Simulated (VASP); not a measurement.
Wanted: the native input for a VASP 6.6.1 run.

```yaml
Task: single point
Functional: r2SCAN
Potentials_or_basis: VASP PAW PBE potentials, release 64 (La, Zn)
Cutoff: 520 eV
k_mesh: 9 × 9 × 9
Occupations: fermi-dirac, width 0.1 eV
Spin: no spin polarisation
Dipole_correction: no
Further_INCAR_settings: ALGO = Normal; EDIFF = 1e-07; NBANDS = 18
```

The system is LaZn.

```
CELL_PARAMETERS angstrom
3.73299 0.00000 0.00000
0.00000 3.73299 0.00000
0.00000 0.00000 3.73299
ATOMIC_POSITIONS crystal
La 0.50000 0.50000 0.50000
Zn 0.00000 0.00000 0.00000
```

The input as run:

POSCAR

```
LaZn
1.0
    3.7329909600      0.0000000000      0.0000000000
    0.0000000000      3.7329909600      0.0000000000
    0.0000000000      0.0000000000      3.7329909600
La Zn
1 1
Direct
    0.5000000000      0.5000000000      0.5000000000
    0.0000000000      0.0000000000      0.0000000000
```

INCAR.step1

```
PREC = Accurate
ENCUT = 520
ISMEAR = -1
SIGMA = 0.1
LREAL = F
LASPH = T
NELM = 80
NBANDS = 18
GGA = PE
ALGO = Normal
EDIFF = 1E-4
LWAVE = T
LCHARG = F
```

INCAR.step2

```
PREC = Accurate
ENCUT = 520
EDIFF = 1E-7
ISMEAR = -1
SIGMA = 0.1
LREAL = F
LASPH = T
NELM = 80
ALGO = Normal
ISIF = 2
LWAVE = F
LCHARG = F
METAGGA = R2SCAN
LMIXTAU = T
NBANDS = 18
ISTART = 1
```

KPOINTS

```
Automatic mesh
0
Gamma
  9 9 9
```

Potentials or basis: VASP PAW PBE potentials, release 64 (La, Zn).

Run with:

```bash
$ cat potpaw_PBE.64/La/POTCAR potpaw_PBE.64/Zn/POTCAR > POTCAR
$ cp INCAR.step1 INCAR
$ mpirun -np 1 vasp_std > vasp.out
$ cp INCAR.step2 INCAR
$ mpirun -np 1 vasp_std > vasp.out
```

Results of the run:

- Pressure: 1.0 GPa

Caveat: the PAW data sets were made with another functional, which shifts forces and pressure a little.

Run time: 110 s on 1 thread of Intel Xeon 6975P-C, on a shared host, peak memory 0.2 GiB.
